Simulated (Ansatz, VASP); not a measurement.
One calculation of Si2SnB3, two programs

File INCAR:

```
SYSTEM = Si2SnB3
PREC = Accurate
ENCUT = 520
EDIFF = 1E-6
ISMEAR = 0
SIGMA = 0.1
LREAL = .False.
LASPH = .True.
NELM = 60
ALGO = Normal
ISIF = 2
LWAVE = .False.
LCHARG = .False.
GGA = PE
NBANDS = 24
```

Contents of KPOINTS:

```
regular mesh
0
Gamma
  4 4 4
  0 0 0
```

POSCAR

```
Si2SnB3
1.0
    2.3773447400     -4.2784860200      0.0000000000
    2.3773447400      4.2784860200      0.0000000000
    0.0000000000      0.0000000000      3.9238251400
Si Sn B
2 1 3
Direct
    0.5000000000      0.0000000000      0.5000000000
    0.0000000000      0.5000000000      0.5000000000
    0.0000000000      0.0000000000      0.0000000000
    0.6779564000      0.3220436000      0.0000000000
    0.3220436000      0.6779564000      0.0000000000
    0.5000000000      0.5000000000      0.5000000000
```

Input for Ansatz:

```yaml
crystal:
  lattice:
    - [2.37734474, -4.27848602, 0.0]
    - [2.37734474, 4.27848602, 0.0]
    - [0.0, 0.0, 3.92382514]
  atoms:
    - { symbol: Si, position: [0.5, 0.0, 0.5] }
    - { symbol: Si, position: [0.0, 0.5, 0.5] }
    - { symbol: Sn, position: [0.0, 0.0, 0.0] }
    - { symbol: B, position: [0.6779564, 0.3220436, 0.0] }
    - { symbol: B, position: [0.3220436, 0.6779564, 0.0] }
    - { symbol: B, position: [0.5, 0.5, 0.5] }
basis:
  ecutwfc: 420
kpoints:
  mp_grid: { grid: [4, 4, 4] }
hamiltonian:
  xc: pbe
scf:
  occupations: { method: gaussian, width: 0.1 }
  lower_state_search: "off"
output:
  forces: true
  stress: true
  eigenvalues: true
```

Change from the starting cell: species swapped into the LaAl2Ag3 type (Cmmm, No. 65).

Alike in both runs: task single point; functional PBE; k mesh 4 × 4 × 4; occupations gaussian, width 0.1 eV; no spin polarisation.

```csv
,VASP,Ansatz
version,VASP 6.6.1,Ansatz 0.2.0
potentials or method,"VASP PAW PBE potentials, release 64 (Si, Sn_d, B), cutoff 520 eV","scalar-relativistic, plane waves, PAW"
valence electrons in the cell,31,31
```

|  | VASP | Ansatz | Ansatz less VASP |
| --- | --- | --- | --- |
| gap on the k mesh at the Fermi level (eV) | none | none | - |
| pressure (GPa) | -5.8 | -5.8 | +0.06 |
| traceless stress, the component that is largest in VASP (GPa) | -11.50 | -11.52 | -0.018 |
| rms of the force components (eV/Å) | 0.026 | 0.026 | +0.0001 |

Atom by atom the forces differ by 0.000 eV/Å (rms over components). A gap of «none» marks a metal or a gap that the smearing closes. The functional is the same, so the differences come from potentials, cutoffs and numerics.

The k mesh is coarse, so the values compare programs but aren't converged.
